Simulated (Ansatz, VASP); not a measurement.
# WS2 in VASP and in Ansatz

File INCAR:

```
SYSTEM = WS2
ALGO = Normal
EDIFF = 1E-6
EDIFFG = -0.008
ENCUT = 520
GGA = PS
IBRION = 2
ISIF = 2
ISMEAR = 0
LASPH = .TRUE.
LCHARG = .FALSE.
LREAL = .FALSE.
LWAVE = .FALSE.
NELM = 100
NSW = 60
PREC = Accurate
SIGMA = 0.02
```

File KPOINTS:

```
k-points
0
G
  12 12 2
  0 0 0
```

Contents of POSCAR:

```
WS2
1.0
    3.1457762274      0.0000000000      0.0000000000
   -1.5728881137      2.7243221276      0.0000000000
    0.0000000000      0.0000000000     16.6991197458
W S
1 2
Direct
    0.3333333333      0.6666666667      0.0000000000
    0.6666666667      0.3333333333      0.9075761489
    0.6666666667      0.3333333333      0.0924238511
```

Input for Ansatz:

```yaml
crystal:
  lattice:
    - [3.1457762274, 0.0, 0.0]
    - [-1.5728881137, 2.7243221276, 0.0]
    - [0.0, 0.0, 16.6991197458]
  atoms:
    - { symbol: W, position: [0.3333333333, 0.6666666667, 0.0] }
    - { symbol: S, position: [0.6666666667, 0.3333333333, 0.9075761489] }
    - { symbol: S, position: [0.6666666667, 0.3333333333, 0.0924238511] }
basis:
  ecutwfc: 420
kpoints:
  mp_grid: { grid: [12, 12, 2] }
hamiltonian:
  xc: pbesol
scf:
  occupations: { method: gaussian, width: 0.02 }
output:
  forces: true
  stress: true
  eigenvalues: true
relax:
  adjacent_minimum: "off"
  f_tol: 0.008
  max_steps: 40
```

Change from the starting cell: strain along c alone, the other axes held, atoms relaxed: -1.5 %.

Alike in both runs: task relaxation of the atoms; functional PBEsol; k mesh 12 × 12 × 2; occupations gaussian, width 0.02 eV; no spin polarisation.

```csv
,VASP,Ansatz
version,VASP 6.6.1,Ansatz 0.2.0
potentials or method,"VASP PAW PBE potentials, release 64 (W_sv, S), cutoff 520 eV","scalar-relativistic, plane waves, PAW"
valence electrons in the cell,26,26
```

```tsv
	VASP	Ansatz	Ansatz less VASP
gap on the k mesh at the Fermi level, each at its own relaxed structure (eV)	1.94	1.94	-0.009
```

VASP's potentials were made for PBE, not for PBEsol. Ansatz's warnings: stress scf threshold loose.

Spin-orbit coupling is off throughout.
